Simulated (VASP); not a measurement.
Crystal: ZnGe2N.

```
CELL_PARAMETERS angstrom
3.02410 0.00000 0.00000
0.00000 3.60117 0.00000
0.00000 0.00000 5.80262
ATOMIC_POSITIONS crystal
Zn 0.00000 0.00000 0.00000
Ge 0.00000 0.50000 0.27085
Ge 0.00000 0.50000 0.72915
N 0.50000 0.50000 0.50000
```

The cell was generated, and may not be a known phase.

* Program: VASP 6.6.1
* Task: relaxation of cell and atoms
* Functional: PBE
* Potentials or basis: VASP PAW PBE potentials, release 64 (Zn, Ge_d, N)
* Cutoff: 600 eV
* k mesh: 6 × 6 × 4
* Occupations: gaussian, width 0.1 eV
* Spin: no spin polarisation

At the start: pressure 9.4 GPa; volume 15.80 Å³/atom.

Q: How do energy, volume and symmetry change on relaxing?

A: Over 16 steps the energy falls by 142.5 meV/atom and the volume is 17.74 Å³/atom (+12.3 %); space group Pmmm (No. 47, to 0.1 Å) before and after.

Step by step:
| step | energy change (eV) | largest force (eV/Å) | pressure (GPa) | volume (Å³) |
| --- | --- | --- | --- | --- |
| 1 | 0.0000 | 0.2127 | 9.39 | 63.19 |
| 2 | -0.4869 | 0.7749 | -2.98 | 71.80 |
| 3 | -0.4891 | 0.7210 | -2.41 | 71.16 |
| 4 | -0.5542 | 0.3717 | 1.12 | 69.91 |
| 5 | -0.5606 | 0.1238 | 0.21 | 70.19 |
| 6 | -0.5606 | 0.1066 | 0.08 | 70.21 |
| 7 | -0.5622 | 0.0542 | 0.03 | 70.29 |
| 8 | -0.5632 | 0.0090 | -0.03 | 70.38 |
| 9 | -0.5629 | 0.1245 | -0.19 | 70.56 |
| 10 | -0.5634 | 0.0548 | -0.05 | 70.45 |
| 11 | -0.5644 | 0.0401 | 0.07 | 70.47 |
| 12 | -0.5671 | 0.0064 | 0.14 | 70.54 |
| 13 | -0.5689 | 0.0701 | 0.44 | 70.66 |
| 14 | -0.5693 | 0.0514 | 0.35 | 70.61 |
| 15 | -0.5694 | 0.0565 | 0.44 | 70.63 |
| 16 | -0.5701 | 0.0038 | 0.07 | 70.96 |

Final structure:
```xyz
4
Lattice="2.8594 0.0000 0.0000 0.0000 4.0374 0.0000 0.0000 0.0000 6.1463" Properties=species:S:1:pos:R:3 pbc="T T T"
Zn    2.8594    0.0000    0.0000
Ge    0.0000    2.0187    1.6476
Ge    0.0000    2.0187    4.4987
N     1.4297    2.0187    3.0731
```

Caveat: an odd number of electrons without spin polarisation forces a metal; a magnetic or distorted state may lie lower.
